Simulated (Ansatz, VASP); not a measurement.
# One calculation of Ru, two programs

```xyz
4
Lattice="1.9343 -4.0598 0.0000 1.9343 4.0598 0.0000 0.0000 0.0000 3.8569" Properties=species:S:1:pos:R:3 pbc="T T T"
Ru    1.9343    2.8438    0.0000
Ru    1.9343   -1.2160    1.9284
Ru    1.9343   -2.8438    3.8569
Ru    1.9343    1.2160    1.9284
```

Alike in both runs: functional r2SCAN; k mesh 6 × 6 × 4; occupations gaussian, width 0.1 eV; no spin polarisation.

Ansatz relaxed the structure, and its values are those at the end. VASP's run is a single point on that final structure, the one shown.

|  | VASP | Ansatz |
| --- | --- | --- |
| version | VASP 6.6.1 | Ansatz 0.2.0 |
| potentials or method | VASP PAW PBE potentials, release 64 (Ru_pv), cutoff 520 eV | scalar-relativistic, plane waves, PAW |
| valence electrons in the cell | 56 | 64 |

|  | VASP | Ansatz | Ansatz less VASP |
| --- | --- | --- | --- |
| gap on the k mesh at the Fermi level (eV) | none | none | - |
| pressure (GPa) | 1.3 | 0.0 | -1.28 |
| rms of the force components (eV/Å) | 0.037 | 0.000 | -0.0373 |

VASP's potentials were made for PBE, not for r2SCAN. A gap of «none» marks a metal or a gap that the smearing closes. With one functional, cell and mesh, what is left measures potentials, basis and numerics. VASP's potentials hold 56 valence electrons a cell and Ansatz's 64, so a difference there can come from the potentials and not from the codes.

The k mesh is coarse, so the values compare programs but aren't converged.
